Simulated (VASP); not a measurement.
# Se (P3_121) in VASP: further runs, part 2 of 2

VASP 6.6.1.

### Step 3. Single point, PBEsol (26.17 Å³/atom)

This run uses another cell than the first one, of 26.17 Å³/atom.

INCAR reads:

```
SYSTEM = Se
  ALGO = Normal
  EDIFF = 1E-6
  ENCUT = 520
  GGA = PS
  ISIF = 2
  ISMEAR = -1
  LASPH = .TRUE.
  LCHARG = .FALSE.
  LREAL = .FALSE.
  LWAVE = .FALSE.
  NBANDS = 16
  NELM = 60
  PREC = Accurate
  SIGMA = 0.03
```

KPOINTS reads:

```
k-points
0
G
  6 6 5
  0 0 0
```

POSCAR reads:

```
Se
1.0
    4.3071900132      0.0000000000      0.0000000000
   -2.1535950066      3.7301359704      0.0000000000
    0.0000000000      0.0000000000      4.8866512526
Se
3
Direct
    0.2254000000      0.0000000000      0.3333333333
    0.0000000000      0.2254000000      0.6666666667
    0.7746000000      0.7746000000      0.0000000000
```

Potentials or basis: VASP PAW PBE potentials, release 64 (Se).

Launch:

```console
> cat potpaw_PBE.64/Se/POTCAR > POTCAR
> mpirun -np 1 vasp_std > vasp.out
```

OUTCAR:

```text
SYSTEM = Se
   EDIFF = 1E-6
   ENCUT = 520
   GGA = PS
   ISIF = 2
   ISMEAR = -1
   LASPH = .TRUE.
   LREAL = .FALSE.
   NELM = 60
   PREC = Accurate

 ion  position               nearest neighbor table
   1  0.225  0.000  0.333-   3 2.34   2 2.34
   2  0.000  0.225  0.667-   3 2.34   1 2.34
   3  0.775  0.775  0.000-   1 2.34   2 2.34

  LATTYP: Found a hexagonal cell.
 ALAT       =     4.3071900132
 C/A-ratio  =     1.1345334749

  Lattice vectors:

 A1 = (   4.3071900132,   0.0000000000,   0.0000000000)
 A2 = (  -2.1535950066,   3.7301359704,   0.0000000000)
 A3 = (   0.0000000000,   0.0000000000,   4.8866512526)

Analysis of symmetry for initial positions (statically):
=====================================================================
 Subroutine PRICEL returns:
 Original cell was already a primitive cell.

 Routine SETGRP: Setting up the symmetry group for a
 hexagonal supercell.

 Subroutine GETGRP returns: Found  6 space group operations
 (whereof  2 operations were pure point group operations)
 out of a pool of 24 trial point group operations.

The static configuration has the point symmetry C_2 .
 The point group associated with its full space group is D_3 .

Analysis of symmetry for dynamics (positions and initial velocities):
=====================================================================
 Subroutine PRICEL returns:
 Original cell was already a primitive cell.

 Routine SETGRP: Setting up the symmetry group for a
 hexagonal supercell.

 Subroutine GETGRP returns: Found  6 space group operations
 (whereof  2 operations were pure point group operations)
 out of a pool of 24 trial point group operations.

The dynamic configuration has the point symmetry C_2 .
 The point group associated with its full space group is D_3 .

 Subroutine INISYM returns: Found  6 space group operations
 (whereof  2 operations are pure point group operations),
 and found     1 'primitive' translations

[... 113 lines left out ...]
   IALGO  =     38    algorithm
   IMIX   =      4    mixing-type and parameters
     AMIX     =   0.40;   BMIX     =  1.00
     AMIX_MAG =   1.60;   BMIX_MAG =  1.00
  volume/ion in A,a.u.               =      26.17       176.61
  Fermi-wavevector in a.u.,A,eV,Ry     =   1.001972  1.893453 13.659545  1.003948
  Thomas-Fermi vector in A             =   2.134429
   LORBIT       =      0    0 simple, 1 ext, 2 COOP (PROOUT), +10 PAW based schemes
   GGA     = PS    functional components
   LHFCALC =     F    Hartree Fock is set to
   AEXX    =    0.0000 exact exchange contribution
   IVDW    =     0    specifies the selected vdW correction
   LEPSILON=     F    determine dielectric tensor
   LRPA    =     F    only Hartree local field effects (RPA)
 non-spin polarized calculation
  energy-cutoff  :      520.00
  volume of cell :       78.51
 maximum number of plane-waves:      2134
   NGX = 17   NGY = 17   NGZ = 19

 number of electron      18.0000001 magnetization

 Free energy of the ion-electron system (eV)
  ---------------------------------------------------
  ext. energy  EPLUGINS =         0.00000000
  ---------------------------------------------------
  free energy    TOTEN  =       -11.45291994 eV

  energy without entropy =      -11.45291994  energy(sigma->0) =      -11.45291994

 E-fermi :   3.5161     XC(G=0):  -9.2130

 val. band max:        2.8980708715   @ k =  -0.1667   0.5000   0.4000
 cond. band min:       4.1013227455   @ k =   0.0000   0.0000   0.4000
 fundamental gap:      1.2032518741
 Fermi energy:         3.5161378720

 k-point     1 :       0.0000    0.0000    0.0000
  band No.  band energies     occupation
      1     -13.2293      2.00000
      2      -8.8590      2.00000
      3      -8.8590      2.00000
      4      -0.9981      2.00000
      5      -0.9754      2.00000
      6      -0.9754      2.00000
[... 433 lines left out ...]
      3      -7.2454      2.00000
      4      -2.6310      2.00000
      5      -1.7093      2.00000
      6      -1.0664      2.00000
[... 8 lines left out ...]
     15      10.8685      0.00000
     16      11.2463      0.00000

 [... further k-points ...]

------------------------ aborting loop because EDIFF is reached ----------------------------------------

  FORCE on cell =-STRESS in cart. coord.  units (eV):
  Direction    XX          YY          ZZ          XY          YZ          ZX
  --------------------------------------------------------------------------------------
  -------------------------------------------------------------------------------------
  Total        0.9474085      0.9474085      2.4507478      0.0000000     -0.0000000      0.0000000
  in kB       19.3338274     19.3338274     50.0125688      0.0000000     -0.0000000      0.0000000
  external PRESSURE =      29.5600745 kB  Pullay stress =       0.0000000 kB

 VOLUME and BASIS-vectors are now :
 -----------------------------------------------------------------------------
  energy-cutoff  :      520.00
  volume of cell :       78.51
      direct lattice vectors                 reciprocal lattice vectors
     4.307190013  0.000000000  0.000000000     0.232169929  0.134043371  0.000000000
    -2.153595007  3.730135970  0.000000000     0.000000000  0.268086742  0.000000000
     0.000000000  0.000000000  4.886651253     0.000000000  0.000000000  0.204639118

 POSITION                                       TOTAL-FORCE (eV/Angst)
 -----------------------------------------------------------------------------------
      0.97084      0.00000      1.62888         0.787303      0.000000     -0.000000
     -0.48542      0.84077      3.25777        -0.393652      0.681825      0.000000
      1.66817      2.88936      0.00000        -0.393652     -0.681825      0.000000
 -----------------------------------------------------------------------------------
    total drift:                               -0.000000     -0.000000     -0.000000

  FREE ENERGIE OF THE ION-ELECTRON SYSTEM (eV)
  ---------------------------------------------------
  free  energy   TOTEN  =       -11.4529199389 eV

  energy  without entropy=      -11.4529199388  energy(sigma->0) =      -11.45291994
```

Wall time 41 s (1 thread of AMD EPYC 7R43 (Zen 3), shared host); peak memory 0.15 GiB.

Results:

| Quantity | Value |
| --- | --- |
| Free energy | -11.4529 eV |
| Pressure | 3.0 GPa |
| Largest force | 0.787 eV/Å |
| Band gap on the k mesh | 1.20 eV (least direct gap 1.53 eV) |

Forces in eV/Å, atoms in the order of the input:
```
Se   0.787  0.000  0.000
Se  -0.394  0.682  0.000
Se  -0.394 -0.682  0.000
```

Caveat: the PAW data sets were made with another functional, which shifts forces and pressure a little; an odd mesh through Γ misses points on the zone boundary, where band edges can lie.

### Step 4. Single point, PBEsol (26.72 Å³/atom)

This run uses another cell than the first one, of 26.72 Å³/atom.

INCAR reads:

```
ALGO = Normal
EDIFF = 1E-7
ENCUT = 520
GGA = PS
ISIF = 2
ISMEAR = -1
LASPH = T
LCHARG = F
LREAL = F
LWAVE = F
NBANDS = 16
NELM = 80
PREC = Accurate
SIGMA = 0.03
```

KPOINTS reads:

```
k-points
0
Gamma
  6 6 5
```

POSCAR reads:

```
Se
1.0
    4.3368957106      0.0000000000      0.0000000000
   -2.1684478553      3.7558618590      0.0000000000
    0.0000000000      0.0000000000      4.9203533607
Se
3
Direct
    0.2254000000      0.0000000000      0.3333333333
    0.0000000000      0.2254000000      0.6666666667
    0.7746000000      0.7746000000      0.0000000000
```

Launch:

```console
> cat potpaw_PBE.64/Se/POTCAR > POTCAR
> mpirun -np 1 vasp_std > vasp.out
```

Wall time 61 s (1 thread of AMD EPYC 7R43 (Zen 3), shared host); peak memory 0.16 GiB.

Results (log left out):

```yaml
Free_energy: -11.4760 eV
Pressure: 1.6 GPa
Largest_force: 0.551 eV/Å
Band_gap_on_the_k_mesh: 1.22 eV (least direct gap 1.50 eV)
```

Forces on the atoms (eV/Å):
```
Se   0.551  0.000  0.000
Se  -0.275  0.477  0.000
Se  -0.275 -0.477  0.000
```

Stress tensor (GPa, compression positive):
```
0.84 0.00 0.00
0.00 0.84 0.00
0.00 0.00 3.10
```

Levels at points of the mesh, in eV from the valence-band top:
```csv
k point,band 5,band 6,band 7,band 8,band 9,band 10,band 11,band 12,band 13,band 14
"(0.00, 0.00, 0.00)",-3.81,-3.79,-2.05,-2.05,-0.33,1.97,1.97,2.23,6.11,6.39
"(0.50, 0.00, 0.00)",-4.74,-3.47,-2.91,-1.76,-0.95,1.99,2.41,4.30,5.16,7.62
```

Caveat: the PAW data sets were made with another functional, which shifts forces and pressure a little; an odd mesh through Γ misses points on the zone boundary, where band edges can lie.

### Step 5. Single point, PBEsol (26.99 Å³/atom)

This run uses another cell than the first one, of 26.99 Å³/atom.

INCAR reads:

```
PREC = Accurate
ENCUT = 520
EDIFF = 1E-7
ISMEAR = -1
SIGMA = 0.03
LREAL = False
LASPH = True
NELM = 80
ALGO = Normal
ISIF = 2
LWAVE = False
LCHARG = True
GGA = PS
LELF = True
LVHAR = True
NBANDS = 16
```

KPOINTS reads:

```
Automatic mesh
0
Gamma
  6 6 5
```

POSCAR reads:

```
Se
1.0
    4.3515971644      0.0000000000      0.0000000000
   -2.1757985822      3.7685936915      0.0000000000
    0.0000000000      0.0000000000      4.9370326522
Se
3
Direct
    0.2254000000      0.0000000000      0.3333333333
    0.0000000000      0.2254000000      0.6666666667
    0.7746000000      0.7746000000      0.0000000000
```

Potentials or basis: VASP PAW PBE potentials, release 64 (Se).

Launch:

```console
> cat potpaw_PBE.64/Se/POTCAR > POTCAR
> mpirun -np 1 vasp_std > vasp.out
```

OUTCAR:

```text
PREC = Accurate
   ENCUT = 520
   EDIFF = 1E-7
   ISMEAR = -1
   LREAL = False
   LASPH = True
   NELM = 80
   ISIF = 2
   GGA = PS

 ion  position               nearest neighbor table
   1  0.225  0.000  0.333-   3 2.37   2 2.37
   2  0.000  0.225  0.667-   3 2.37   1 2.37
   3  0.775  0.775  0.000-   1 2.37   2 2.37

  LATTYP: Found a hexagonal cell.
 ALAT       =     4.3515971644
 C/A-ratio  =     1.1345334749

[... 649 lines left out ...]

  FORCE on cell =-STRESS in cart. coord.  units (eV):
  Direction    XX          YY          ZZ          XY          YZ          ZX
  --------------------------------------------------------------------------------------
  -------------------------------------------------------------------------------------
  Total        0.1672267      0.1672267      1.1206563      0.0000000     -0.0000000     -0.0000000
  in kB        3.3091943      3.3091943     22.1762973      0.0000000     -0.0000000     -0.0000000
  external PRESSURE =       9.5982286 kB  Pullay stress =       0.0000000 kB

 VOLUME and BASIS-vectors are now :
 -----------------------------------------------------------------------------
  energy-cutoff  :      520.00
  volume of cell :       80.96
      direct lattice vectors                 reciprocal lattice vectors
     4.351597164  0.000000000  0.000000000     0.229800683  0.132675486  0.000000000
    -2.175798582  3.768593692  0.000000000     0.000000000  0.265350972  0.000000000
     0.000000000  0.000000000  4.937032652     0.000000000  0.000000000  0.202550818

 POSITION                                       TOTAL-FORCE (eV/Angst)
 -----------------------------------------------------------------------------------
      0.98085      0.00000      1.64568         0.439144     -0.000000      0.000000
     -0.49043      0.84944      3.29136        -0.219572      0.380310     -0.000000
      1.68537      2.91915      0.00000        -0.219572     -0.380310      0.000000
 -----------------------------------------------------------------------------------
    total drift:                               -0.000000     -0.000000      0.000000

  FREE ENERGIE OF THE ION-ELECTRON SYSTEM (eV)
  ---------------------------------------------------
  free  energy   TOTEN  =       -11.4825606936 eV

  energy  without entropy=      -11.4825606935  energy(sigma->0) =      -11.48256069
```

stdout:

```text
POSCAR found type information on POSCAR Se
 POSCAR found :  1 types and       3 ions
 scaLAPACK will be used
 -----------------------------------------------------------------------------
|                                                                             |
|                                                                             |
|     You enforced a specific xc type in the INCAR file but a different       |
|     I HOPE YOU KNOW WHAT YOU ARE DOING!                                     |
|                                                                             |
 -----------------------------------------------------------------------------

 LDA part: xc-table for (Slater+PW92), standard interpolation
 POSCAR, INCAR and KPOINTS ok, starting setup
 FFT: planning ... GRIDC
 FFT: planning ... GRID_SOFT
 FFT: planning ... GRID
 WAVECAR not read
 entering main loop
```

Wall time 62 s (1 thread of AMD EPYC 7R43 (Zen 3), shared host); peak memory 0.16 GiB.

Results:

```yaml
Free_energy: -11.4826 eV
Pressure: 1.0 GPa
Largest_force: 0.439 eV/Å
Band_gap_on_the_k_mesh: 1.23 eV (least direct gap 1.48 eV)
```

Forces on the atoms (eV/Å):
```
Se   0.439  0.000  0.000
Se  -0.220  0.380  0.000
Se  -0.220 -0.380  0.000
```

Stress tensor (GPa, compression positive):
```
0.33 0.00 0.00
0.00 0.33 0.00
0.00 0.00 2.22
```

Levels at points of the mesh, in eV from the valence-band top:
```
           k point  band 6  band 7  band 8  band 9  band 10  band 11  band 12  band 13
(0.00, 0.00, 0.00)   -3.74   -2.00   -2.00   -0.32     1.96     1.96     2.23     6.09
(0.50, 0.00, 0.00)   -3.42   -2.87   -1.73   -0.93     1.98     2.40     4.25     5.19
```

Caveat: the PAW data sets were made with another functional, which shifts forces and pressure a little; an odd mesh through Γ misses points on the zone boundary, where band edges can lie.

### Step 6. The runs side by side

```tsv
cell	gap on the mesh (eV)	pressure (GPa)	largest force (eV/Å)
a = 4.277, b = 4.277, c = 4.852 Å, angles 90.0, 90.0, 120.0°, 3 atoms	1.19	4.5	1.04
a = 4.307, b = 4.307, c = 4.887 Å, angles 90.0, 90.0, 120.0°, 3 atoms	1.20	3.0	0.79
a = 4.337, b = 4.337, c = 4.920 Å, angles 90.0, 90.0, 120.0°, 3 atoms	1.22	1.6	0.55
a = 4.352, b = 4.352, c = 4.937 Å, angles 90.0, 90.0, 120.0°, 3 atoms	1.23	1.0	0.44
```

Alike in all rows: task single point; level PBEsol; potentials or basis VASP PAW PBE potentials, release 64 (Se); no spin polarisation; k mesh 6 × 6 × 5; cutoff (eV) 520; smearing fermi-dirac 0.03 eV.

Caveats: the PAW data sets were made with another functional, which shifts forces and pressure a little; an odd mesh through Γ misses points on the zone boundary, where band edges can lie; the cell stands under pressure (at least some runs).

Total energies depend on the potentials used, so only differences within one code and one set of settings carry meaning.
